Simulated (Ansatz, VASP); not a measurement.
Two plane-wave programs on V

The input INCAR:

```
PREC     = Accurate       # precision mode
ENCUT    = 520            # plane-wave cutoff, eV
EDIFF    = 1E-6           # SCF threshold, eV
ISMEAR   = -1             # smearing method
SIGMA    = 0.05           # smearing width, eV
LREAL    = False          # projectors in reciprocal space
LASPH    = True           # aspherical terms in the spheres
NELM     = 150            # most SCF steps
ALGO     = Normal         # electronic algorithm
ISIF     = 2              # what is computed and relaxed
LWAVE    = False          # write WAVECAR
LCHARG   = False          # write CHGCAR
ISPIN    = 2              # spin polarisation
MAGMOM   = 1              # initial moments
LORBIT   = 11             # projections on sites
LMAXMIX  = 4              # l up to which the mixer works
GGA      = CA             # functional
NBANDS   = 16             # bands
```

File KPOINTS:

```
regular mesh
0
Gamma
  25 25 25
```

The input POSCAR:

```
V
1.0
   -1.4230101115      1.4230101115      1.4230101115
    1.4230101115     -1.4230101115      1.4230101115
    1.4230101115      1.4230101115     -1.4230101115
V
1
Direct
    0.0000000000      0.0000000000      0.0000000000
```

Input for Ansatz:

```yaml
crystal:
  lattice:
    - [-1.4230101115, 1.4230101115, 1.4230101115]
    - [1.4230101115, -1.4230101115, 1.4230101115]
    - [1.4230101115, 1.4230101115, -1.4230101115]
  atoms:
    - { symbol: V, position: [0.0, 0.0, 0.0], spin: 1.0 }
hamiltonian:
  xc: lda
  pseudopotentials:
    kind: paw
    azcp:
      V: "pseudopotentials/V.paw.azcp"
basis:
  ecutwfc: 420
  fft_grid_basis: typed
kpoints:
  mp_grid: { grid: [25, 25, 25], shift: [0, 0, 0] }
magnetization:
  spin_polarized: true
scf:
  occupations: { method: fermi_dirac, width: 0.05 }
output:
  stress: true
```

Alike in both runs: task single point; functional LDA; k mesh 25 × 25 × 25; occupations fermi-dirac, width 0.05 eV; collinear spin.

```csv
,VASP,Ansatz
version,VASP 6.6.1,Ansatz 0.2.0
potentials or method,"VASP PAW LDA potentials, release 64 (V_sv), cutoff 520 eV","plane waves (420 eV) with PAW, scalar-relativistic"
valence electrons in the cell,13,13
```

```csv
,VASP,Ansatz,Ansatz less VASP
pressure (GPa),21.2,20.4,-0.84
net moment per atom (μB),0.00,0.00,-0.001
```

Ansatz warns that its potentials were made for another functional, while VASP's fit it. LDA's correlation is that of Perdew and Zunger in VASP and of Perdew and Wang (1992) in Ansatz. Ansatz's warnings: seeded moment not kept.
